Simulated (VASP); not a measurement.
# N (P2_1/m) in VASP: notebook

The runs below take N through single point, with PBE, r2SCAN.

Everything below comes from runs of VASP 6.6.1. Logs are shortened: lines on timing, memory, paths and dates and some standing lists are left out, and cuts for length are marked.

**1. The cell of the first run**

The structure is monoclinic, space group P2_1/m (No. 11). The conventional cell has a = 3.562 Å, b = 7.642 Å, c = 3.580 Å, α = 90.00°, β = 119.50°, γ = 90.00°. N (site symmetry 1) has 1 N at 1.09 Å within 1.5 Å.

**2. Single point, PBE (shear xy strain -1.2%)**

Contents of INCAR:

```
SYSTEM = N
PREC = Accurate
ENCUT = 520
EDIFF = 1E-6
ISMEAR = -1
SIGMA = 0.02
LREAL = .False.
LASPH = .True.
NELM = 80
ALGO = Normal
ISIF = 2
LWAVE = .False.
LCHARG = .False.
GGA = PE
NBANDS = 18
```

Contents of KPOINTS:

```
regular mesh
0
Gamma
  12 12 4
  0 0 0
```

Contents of POSCAR:

```
N
1.0
    3.5804205417     -0.0207664391      0.0000000000
   -1.8081945347      3.1111183649      0.0000000000
    0.0000000000      0.0000000000      7.6415144716
N
4
Direct
    0.3333333333      0.6666666667      0.3215707846
    0.3333333333      0.6666666667      0.1784292154
    0.6666666667      0.3333333333      0.8215707846
    0.6666666667      0.3333333333      0.6784292154
```

Potentials or basis: VASP PAW PBE potentials, release 64 (N).

Started as:

```console
cat potpaw_PBE.64/N/POTCAR > POTCAR
mpirun -np 1 vasp_std > vasp.out
```

OUTCAR:

```text
SYSTEM = N
   PREC = Accurate
   ENCUT = 520
   EDIFF = 1E-6
   ISMEAR = -1
   LREAL = .False.
   LASPH = .True.
   NELM = 80
   ISIF = 2
   GGA = PE

 ion  position               nearest neighbor table
   1  0.333  0.667  0.322-   2 1.09
   2  0.333  0.667  0.178-   1 1.09
   3  0.667  0.333  0.822-   4 1.09
   4  0.667  0.333  0.678-   3 1.09

  LATTYP: Found a simple monoclinic cell.
 ALAT       =     3.5624514095
 B/A-ratio  =     2.1450157751
 C/A-ratio  =     1.0050609404
 COS(beta)  =    -0.4924340735

  Lattice vectors:

 A1 = (   1.7722260070,   3.0903519258,   0.0000000000)
 A2 = (   0.0000000000,   0.0000000000,  -7.6415144716)
 A3 = (  -3.5804205417,   0.0207664391,   0.0000000000)

Analysis of symmetry for initial positions (statically):
=====================================================================
 Subroutine PRICEL returns:
 Original cell was already a primitive cell.

 Routine SETGRP: Setting up the symmetry group for a
 simple monoclinic supercell.

 Subroutine GETGRP returns: Found  4 space group operations
 (whereof  2 operations were pure point group operations)
 out of a pool of  4 trial point group operations.

The static configuration has the point symmetry S_2 .
 The point group associated with its full space group is C_2h.

Analysis of symmetry for dynamics (positions and initial velocities):
=====================================================================
 Subroutine PRICEL returns:
 Original cell was already a primitive cell.

 Routine SETGRP: Setting up the symmetry group for a
 simple monoclinic supercell.

 Subroutine GETGRP returns: Found  4 space group operations
 (whereof  2 operations were pure point group operations)
 out of a pool of  4 trial point group operations.

The dynamic configuration has the point symmetry S_2 .
 The point group associated with its full space group is C_2h.

 Subroutine INISYM returns: Found  4 space group operations
 (whereof  2 operations are pure point group operations),
 and found     1 'primitive' translations

----------------------------------------------------------------------------------------

                                     Primitive cell

  volume of cell :      84.8327

  direct lattice vectors                    reciprocal lattice vectors
     3.580420542 -0.020766439  0.000000000     0.280241489  0.162877483  0.000000000
    -1.808194535  3.111118365  0.000000000     0.001870587  0.322515015  0.000000000
     0.000000000  0.000000000  7.641514472     0.000000000  0.000000000  0.130864111

  length of vectors
     3.580480764  3.598419786  7.641514472     0.324136340  0.322520439  0.130864111

  position of ions in fractional coordinates (direct lattice)
     0.333333333  0.666666667  0.321570785
     0.333333333  0.666666667  0.178429215
     0.666666667  0.333333333  0.821570785
     0.666666667  0.333333333  0.678429215

  ion indices of the primitive-cell ions
   primitive index   ion index
                 1           1
                 2           2
                 3           3
                 4           4

----------------------------------------------------------------------------------------

 KPOINTS: regular mesh

Automatic generation of k-mesh.
 Grid dimensions read from file:
 generate k-points for:   12   12    4

 Generating k-lattice:

  Cartesian coordinates                     Fractional coordinates (reciprocal lattice)
     0.023353457  0.013573124  0.000000000     0.083333333  0.000000000  0.000000000
     0.000155882  0.026876251  0.000000000     0.000000000  0.083333333  0.000000000
     0.000000000  0.000000000  0.032716028     0.000000000  0.000000000  0.250000000

  Length of vectors
     0.027011362  0.026876703  0.032716028

  Shift w.r.t. Gamma in fractional coordinates (k-lattice)
     0.000000000  0.000000000  0.000000000

 Subroutine IBZKPT returns following result:
 ===========================================

 Found    222 irreducible k-points:

 Following reciprocal coordinates:
            Coordinates               Weight
  0.000000  0.000000  0.000000      1.000000
  0.083333  0.000000  0.000000      2.000000
  0.166667 -0.000000  0.000000      2.000000
  0.250000  0.000000  0.000000      2.000000
  0.333333 -0.000000  0.000000      2.000000
  0.416667 -0.000000  0.000000      2.000000
[... 16 lines left out ...]
  0.250000  0.166667  0.000000      2.000000
  0.333333  0.166667  0.000000      2.000000
 [... further k-points ...]
   k-points           NKPTS =    222   k-points in BZ     NKDIM =    222   number of bands    NBANDS=     18
   number of dos      NEDOS =    301   number of ions     NIONS =      4
   total plane-waves  NPLWV =  47040
   dimension x,y,z NGX =    28 NGY =   28 NGZ =   60
   dimension x,y,z NGXF=    56 NGYF=   56 NGZF=  120
   ions per type =               4
   NGX,Y,Z   is equivalent  to a cutoff of  13.00, 12.94, 13.05 a.u.
   NGXF,Y,Z  is equivalent  to a cutoff of  26.00, 25.87, 26.11 a.u.
 SYSTEM =  N
   PREC   = accura    normal or accurate (medium, high low for compatibility)
   ISTART =      0    job   : 0-new  1-cont  2-samecut
   ICHARG =      2    charge: 1-file 2-atom 10-const
   ISPIN  =      1    spin polarized calculation?
   LNONCOLLINEAR =      F non collinear calculations
   LSORBIT =      F    spin-orbit coupling
   LASPH  =      T    aspherical Exc in radial PAW
   ENCUT  =  520.0 eV  38.22 Ry    6.18 a.u.   6.66  6.69 14.21*2*pi/ulx,y,z
   NELM   =     80;   NELMIN=  2; NELMDL= -5     # of ELM steps
   EDIFF  = 0.1E-05   stopping-criterion for ELM
   LREAL  =      F    real-space projection
   EDIFFG = 0.1E-04   stopping-criterion for IOM
   NSW    =      0    number of steps for IOM
   IBRION =     -1    ionic relax: 0-MD 1-quasi-New 2-CG
   NFREE  =      0    steps in history (QN), initial steepest desc. (CG)
   ISIF   =      2    stress and relaxation
   ISYM   =      2    0-nonsym 1-usesym 2-fastsym
   POTIM  = 0.5000    time-step for ionic-motion
   TEBEG  =    0.0;   TEEND  =   0.0 temperature during run
   PSTRESS=    0.0 pullay stress
   NELECT =      20.0000    total number of electrons
   NUPDOWN=      -1.0000    fix difference up-down
   EMIN   =  10.00;   EMAX   =-10.00  energy-range for DOS
   EFERMI =   0.00;   METHOD = LEGACY
   ISMEAR =    -1;   SIGMA  =   0.02  broadening in eV -4-tet -1-fermi 0-gaus
   EFERMI_NEDOS =   21; number of points for ismear=-14 and -15
   IALGO  =     38    algorithm
   IMIX   =      4    mixing-type and parameters
     AMIX     =   0.40;   BMIX     =  1.00
     AMIX_MAG =   1.60;   BMIX_MAG =  1.00
  volume/ion in A,a.u.               =      21.21       143.12
  Fermi-wavevector in a.u.,A,eV,Ry     =   1.011340  1.911155 13.916143  1.022808
  Thomas-Fermi vector in A             =   2.144383
   LORBIT       =      0    0 simple, 1 ext, 2 COOP (PROOUT), +10 PAW based schemes
   GGA     = PE    functional components
   LHFCALC =     F    Hartree Fock is set to
   AEXX    =    0.0000 exact exchange contribution
   IVDW    =     0    specifies the selected vdW correction
   LEPSILON=     F    determine dielectric tensor
   LRPA    =     F    only Hartree local field effects (RPA)
 non-spin polarized calculation
  energy-cutoff  :      520.00
  volume of cell :       84.83
 maximum number of plane-waves:      2319
   NGX = 13   NGY = 13   NGZ = 29

 number of electron      19.9999996 magnetization

 Free energy of the ion-electron system (eV)
  ---------------------------------------------------
  ext. energy  EPLUGINS =         0.00000000
  ---------------------------------------------------
  free energy    TOTEN  =       -33.20026613 eV

  energy without entropy =      -33.20026613  energy(sigma->0) =      -33.20026613

 E-fermi :  -5.6352     XC(G=0):  -6.6628

 val. band max:       -6.1548987233   @ k =   0.1667   0.1667   0.0000
 cond. band min:       0.8747962579   @ k =  -0.0000   0.5000   0.0000
 fundamental gap:      7.0296949811
 Fermi energy:        -5.6351516125

 k-point     1 :       0.0000    0.0000    0.0000
  band No.  band energies     occupation
      1     -24.8694      2.00000
      2     -24.8504      2.00000
      3     -10.2735      2.00000
      4      -9.5089      2.00000
      5      -7.6914      2.00000
      6      -7.6778      2.00000
[... 10 lines left out ...]
     17       6.4374      0.00000
     18      10.1208      0.00000

 k-point     2 :       0.0833    0.0000    0.0000
  band No.  band energies     occupation
      1     -24.8642      2.00000
      2     -24.8460      2.00000
      3     -10.2470      2.00000
      4      -9.5043      2.00000
      5      -7.7670      2.00000
      6      -7.7359      2.00000
[... 10 lines left out ...]
     17       6.6135      0.00000
     18      10.2135      0.00000

 k-point     3 :       0.1667   -0.0000    0.0000
  band No.  band energies     occupation
      1     -24.8501      2.00000
      2     -24.8338      2.00000
      3     -10.1711      2.00000
      4      -9.4939      2.00000
      5      -7.9799      2.00000
      6      -7.8884      2.00000
[... 10 lines left out ...]
     17       7.0756      0.00000
     18      10.4802      0.00000

 k-point     4 :       0.2500    0.0000    0.0000
  band No.  band energies     occupation
      1     -24.8307      2.00000
      2     -24.8171      2.00000
      3     -10.0586      2.00000
      4      -9.4861      2.00000
      5      -8.1875      2.00000
      6      -8.0789      2.00000
[... 375 lines left out ...]
      4      -9.4864      2.00000
      5      -8.2475      2.00000
      6      -8.1413      2.00000
[... 10 lines left out ...]
     17       8.0482      0.00000
     18       9.2979      0.00000

 k-point    23 :       0.2500    0.1667    0.0000
  band No.  band energies     occupation
      1     -24.8040      2.00000
      2     -24.7951      2.00000
      3      -9.8799      2.00000
      4      -9.4980      2.00000
      5      -8.3546      2.00000
      6      -8.2567      2.00000
[... 10 lines left out ...]
     17       8.6051      0.00000
     18       8.7360      0.00000

 k-point    24 :       0.3333    0.1667    0.0000
  band No.  band energies     occupation
      1     -24.7911      2.00000
      2     -24.7854      2.00000
      3      -9.7714      2.00000
      4      -9.5274      2.00000
      5      -8.4183      2.00000
      6      -8.3336      2.00000
[... 10 lines left out ...]
     17       8.0693      0.00000
     18       9.1950      0.00000

 [... further k-points ...]

------------------------ aborting loop because EDIFF is reached ----------------------------------------

  FORCE on cell =-STRESS in cart. coord.  units (eV):
  Direction    XX          YY          ZZ          XY          YZ          ZX
  --------------------------------------------------------------------------------------
  -------------------------------------------------------------------------------------
  Total        0.4202969      0.4213168      7.0052888      0.0140673      0.0000000      0.0000000
  in kB        7.9378570      7.9571178    132.3040340      0.2656792      0.0000000      0.0000000
  external PRESSURE =      49.3996696 kB  Pullay stress =       0.0000000 kB

 VOLUME and BASIS-vectors are now :
 -----------------------------------------------------------------------------
  energy-cutoff  :      520.00
  volume of cell :       84.83
      direct lattice vectors                 reciprocal lattice vectors
     3.580420542 -0.020766439  0.000000000     0.280241489  0.162877483  0.000000000
    -1.808194535  3.111118365  0.000000000     0.001870587  0.322515015  0.000000000
     0.000000000  0.000000000  7.641514472     0.000000000  0.000000000  0.130864111

 POSITION                                       TOTAL-FORCE (eV/Angst)
 -----------------------------------------------------------------------------------
     -0.01199      2.06716      2.45729         0.000999      0.000006      3.131028
     -0.01199      2.06716      1.36347         0.000999      0.000006     -3.131028
      1.78422      1.02320      6.27805        -0.000999     -0.000006      3.131028
      1.78422      1.02320      5.18423        -0.000999     -0.000006     -3.131028
 -----------------------------------------------------------------------------------
    total drift:                               -0.000000      0.000000      0.000000

  FREE ENERGIE OF THE ION-ELECTRON SYSTEM (eV)
  ---------------------------------------------------
  free  energy   TOTEN  =       -33.2002661294 eV

  energy  without entropy=      -33.2002661294  energy(sigma->0) =      -33.20026613
```

Run time: 6.9 min. Hardware: 1 thread of Intel Xeon 8259CL, shared host; peak memory 0.36 GiB.

What came out:

```
Free energy            : -33.2003 eV
Pressure               : 4.9 GPa
Largest force          : 3.131 eV/Å
Band gap on the k mesh : 7.03 eV (least direct gap 7.08 eV)
```

Forces in eV/Å, atoms in the order of the input:
```
N    0.001  0.000  3.131
N    0.001  0.000 -3.131
N   -0.001  0.000  3.131
N   -0.001  0.000 -3.131
```

Caveat: the cell differs from its parent crystal (shear xy strain -1.2%); the standard files for N, O and F lose accuracy on very short bonds; the stress differs along the axes, from 1 to 13 GPa; this functional lacks dispersion, which holds the molecules together, so the pressure and a relaxed volume are unreliable; forces of over 1 eV/Å act on the atoms, so gaps and moduli don't describe the material at rest. A k mesh can miss the band edges.

**3. Single point, r2SCAN (shear xy strain -1.2%)**

POSCAR is that of step 2.

Contents of INCAR.step1:

```
SYSTEM = N
PREC = Accurate ; ENCUT = 520
ISMEAR = 0 ; SIGMA = 0.01
LREAL = .FALSE. ; LASPH = .TRUE.
NELM = 100 ; NBANDS = 18
GGA = PE ; ALGO = Normal
EDIFF = 1E-4 ; LWAVE = .TRUE.
LCHARG = .FALSE.
```

Contents of INCAR.step2:

```
SYSTEM = N
PREC = Accurate ; ENCUT = 520
EDIFF = 1E-6 ; ISMEAR = 0
SIGMA = 0.01 ; LREAL = .FALSE.
LASPH = .TRUE. ; NELM = 100
ALGO = Normal ; ISIF = 2
LWAVE = .FALSE. ; LCHARG = .TRUE.
METAGGA = R2SCAN ; LMIXTAU = .TRUE.
LELF = .TRUE. ; LVHAR = .TRUE.
NBANDS = 18 ; ISTART = 1
```

Contents of KPOINTS:

```
regular mesh
0
G
  12 12 4
  0 0 0
```

Potentials or basis: VASP PAW PBE potentials, release 64 (N).

Started as:

```console
cat potpaw_PBE.64/N/POTCAR > POTCAR
cp INCAR.step1 INCAR
mpirun -np 1 vasp_std > vasp.out
cp INCAR.step2 INCAR
mpirun -np 1 vasp_std > vasp.out
```

OUTCAR:

```text
SYSTEM = N
   PREC = Accurate
   ENCUT = 520
   EDIFF = 1E-6
   ISMEAR = 0
   LREAL = .FALSE.
   LASPH = .TRUE.
   NELM = 100
   ISIF = 2
   METAGGA = R2SCAN
   ISTART = 1

 ion  position               nearest neighbor table
   1  0.333  0.667  0.322-   2 1.09
   2  0.333  0.667  0.178-   1 1.09
   3  0.667  0.333  0.822-   4 1.09
   4  0.667  0.333  0.678-   3 1.09

  LATTYP: Found a simple monoclinic cell.
 ALAT       =     3.5624514095
 B/A-ratio  =     2.1450157751
 C/A-ratio  =     1.0050609404
 COS(beta)  =    -0.4924340735

  Lattice vectors:

 A1 = (   1.7722260070,   3.0903519258,   0.0000000000)
 A2 = (   0.0000000000,   0.0000000000,  -7.6415144716)
 A3 = (  -3.5804205417,   0.0207664391,   0.0000000000)

Analysis of symmetry for initial positions (statically):
=====================================================================
 Subroutine PRICEL returns:
 Original cell was already a primitive cell.

 Routine SETGRP: Setting up the symmetry group for a
 simple monoclinic supercell.
[... 170 lines left out ...]

  energy without entropy =      -36.41816083  energy(sigma->0) =      -36.41816083

 E-fermi :  -6.6227     XC(G=0):  -6.8728

 val. band max:       -6.7029310525   @ k =   0.2500   0.0000   0.0000
 cond. band min:       0.9962485752   @ k =  -0.0000   0.5000   0.0000
 fundamental gap:      7.6991796277
 Fermi energy:        -6.6226763172

 k-point     1 :       0.0000    0.0000    0.0000
  band No.  band energies     occupation
      1     -26.3383      2.00000
      2     -26.3184      2.00000
      3     -11.1000      2.00000
      4     -10.3467      2.00000
      5      -8.1166      2.00000
      6      -8.1023      2.00000
[... 481 lines left out ...]
      5      -8.8616      2.00000
      6      -8.7748      2.00000
[... 10 lines left out ...]
     17       8.6230      0.00000
     18       9.7995      0.00000

 [... further k-points ...]

------------------------ aborting loop because EDIFF is reached ----------------------------------------

  FORCE on cell =-STRESS in cart. coord.  units (eV):
  Direction    XX          YY          ZZ          XY          YZ          ZX
  --------------------------------------------------------------------------------------
  -------------------------------------------------------------------------------------
  Total        0.0163724      0.0176787      4.8722154      0.0126439      0.0000000      0.0000000
  in kB        0.3092146      0.3338852     92.0181542      0.2387960      0.0000000      0.0000000
  external PRESSURE =      30.8870847 kB  Pullay stress =       0.0000000 kB

 VOLUME and BASIS-vectors are now :
 -----------------------------------------------------------------------------
  energy-cutoff  :      520.00
  volume of cell :       84.83
      direct lattice vectors                 reciprocal lattice vectors
     3.580420542 -0.020766439  0.000000000     0.280241489  0.162877483  0.000000000
    -1.808194535  3.111118365  0.000000000     0.001870587  0.322515015  0.000000000
     0.000000000  0.000000000  7.641514472     0.000000000  0.000000000  0.130864111

 POSITION                                       TOTAL-FORCE (eV/Angst)
 -----------------------------------------------------------------------------------
     -0.01199      2.06716      2.45729         0.000991      0.000006      2.244905
     -0.01199      2.06716      1.36347         0.000991      0.000006     -2.244905
      1.78422      1.02320      6.27805        -0.000991     -0.000006      2.244905
      1.78422      1.02320      5.18423        -0.000991     -0.000006     -2.244905
 -----------------------------------------------------------------------------------
    total drift:                               -0.000000      0.000000      0.000000

  FREE ENERGIE OF THE ION-ELECTRON SYSTEM (eV)
  ---------------------------------------------------
  free  energy   TOTEN  =       -36.4181608337 eV

  energy  without entropy=      -36.4181608337  energy(sigma->0) =      -36.41816083
```

OUTCAR.step1:

```text
SYSTEM = N
   PREC = Accurate
   ENCUT = 520
   ISMEAR = 0
   LREAL = .FALSE.
   LASPH = .TRUE.
[... 737 lines left out ...]
     -0.01199      2.06716      1.36347         0.000988      0.000004     -3.132248
      1.78422      1.02320      6.27805        -0.000988     -0.000004      3.132248
      1.78422      1.02320      5.18423        -0.000988     -0.000004     -3.132248
 -----------------------------------------------------------------------------------
    total drift:                               -0.000000      0.000000      0.000000

  FREE ENERGIE OF THE ION-ELECTRON SYSTEM (eV)
  ---------------------------------------------------
  free  energy   TOTEN  =       -33.2002635019 eV

  energy  without entropy=      -33.2002635019  energy(sigma->0) =      -33.20026350
```

It took 24 min on 1 thread of Intel Xeon 8259CL, shared host; peak memory 0.38 GiB.

What came out:

```
Free energy            : -36.4182 eV
Pressure               : 3.1 GPa
Largest force          : 2.245 eV/Å
Band gap on the k mesh : 7.70 eV (least direct gap 7.75 eV)
```

Forces on the atoms (eV/Å):
```
N    0.001  0.000  2.245
N    0.001  0.000 -2.245
N   -0.001  0.000  2.245
N   -0.001  0.000 -2.245
```

Levels at points of the mesh, in eV from the valence-band top:
```tsv
k point	band 7	band 8	band 9	band 10	band 11	band 12	band 13	band 14
(0.00, 0.00, 0.00)	-1.37	-1.35	-1.18	-0.06	9.13	9.15	9.40	9.41
(0.50, 0.00, 0.00)	-1.61	-1.52	-0.39	-0.05	7.70	8.35	8.74	9.32
(0.00, 0.50, 0.00)	-1.60	-1.51	-0.40	-0.05	7.70	8.35	8.76	9.33
(0.50, 0.50, 0.00)	-1.59	-1.49	-0.41	-0.06	7.70	8.35	8.78	9.34
(0.00, 0.00, 0.50)	-1.38	-1.38	-0.57	-0.57	9.26	9.26	9.28	9.28
(0.50, 0.00, 0.50)	-1.57	-1.57	-0.25	-0.25	8.04	8.04	9.02	9.02
(0.00, 0.50, 0.50)	-1.55	-1.55	-0.25	-0.25	8.04	8.04	9.04	9.04
(0.50, 0.50, 0.50)	-1.54	-1.54	-0.26	-0.26	8.04	8.04	9.05	9.05
```

Caveat: the cell differs from its parent crystal (shear xy strain -1.2%); the standard files for N, O and F lose accuracy on very short bonds; the stress differs along the axes, from 0 to 9 GPa; the PAW data sets were made with another functional, which shifts forces and pressure a little.
